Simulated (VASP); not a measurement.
Write the native input for VASP 6.6.1 that does the following.

- Task: single point
- Functional: r2SCAN
- Potentials or basis: VASP PAW PBE potentials, release 64 (Zn, S)
- Cutoff: 520 eV
- k mesh: 6 × 6 × 4
- Occupations: gaussian, width 0.05 eV
- Spin: no spin polarisation
- Dipole correction: no
- Further INCAR settings: ALGO = Normal; EDIFF = 1e-06; NBANDS = 26

The system is ZnS.

```
CELL_PARAMETERS angstrom
3.81100 0.00000 0.00000
-1.90550 3.30042 0.00000
0.00000 0.00000 6.23400
ATOMIC_POSITIONS crystal
Zn 0.33333 0.66667 0.00000
Zn 0.66667 0.33333 0.50000
S 0.33333 0.66667 0.39703
S 0.66667 0.33333 0.88500
```

This cell differs from its parent crystal: atom 3 (S) moved +0.075 Å along Cartesian [0 0 1].

The input as run:

POSCAR

```
ZnS
1.0
    3.8109987816      0.0000000000      0.0000000000
   -1.9054993908      3.3004217586      0.0000000000
    0.0000000000      0.0000000000      6.2340000000
Zn S
2 2
Direct
    0.3333333333      0.6666666667      0.0000000000
    0.6666666667      0.3333333333      0.5000000000
    0.3333333333      0.6666666667      0.3970307988
    0.6666666667      0.3333333333      0.8850000000
```

INCAR.step1

```
SYSTEM = ZnS
  PREC = Accurate
  ENCUT = 520
  ISMEAR = 0
  SIGMA = 0.05
  LREAL = .False.
  LASPH = .True.
  NELM = 60
  NBANDS = 26
  GGA = PE
  ALGO = Normal
  EDIFF = 1E-4
  LWAVE = .True.
  LCHARG = .False.
```

INCAR.step2

```
SYSTEM = ZnS
  PREC = Accurate
  ENCUT = 520
  EDIFF = 1E-6
  ISMEAR = 0
  SIGMA = 0.05
  LREAL = .False.
  LASPH = .True.
  NELM = 60
  ALGO = Normal
  ISIF = 2
  LWAVE = .False.
  LCHARG = .False.
  METAGGA = R2SCAN
  LMIXTAU = .True.
  NBANDS = 26
  ISTART = 1
```

KPOINTS

```
regular mesh
0
Gamma
  6 6 4
  0 0 0
```

Potentials or basis: VASP PAW PBE potentials, release 64 (Zn, S).

Run with:

```bash
$ cat potpaw_PBE.64/Zn/POTCAR potpaw_PBE.64/S/POTCAR > POTCAR
$ cp INCAR.step1 INCAR
$ mpirun -np 1 vasp_std > vasp.out
$ cp INCAR.step2 INCAR
$ mpirun -np 1 vasp_std > vasp.out
```

It gave:

The pressure is 0.4 GPa and the largest force is 0.855 eV/Å. The band gap on the k mesh is 2.81 eV.

Caveat: the cell differs from its parent crystal (atom 3 (S) moved +0.075 Å along Cartesian [0 0 1]); the PAW data sets were made with another functional, which shifts forces and pressure a little.

Wall time 60 s on 1 thread of Intel(R) Xeon(R) 6975P-C (Granite Rapids), with other jobs on the host, peak memory 0.22 GiB.
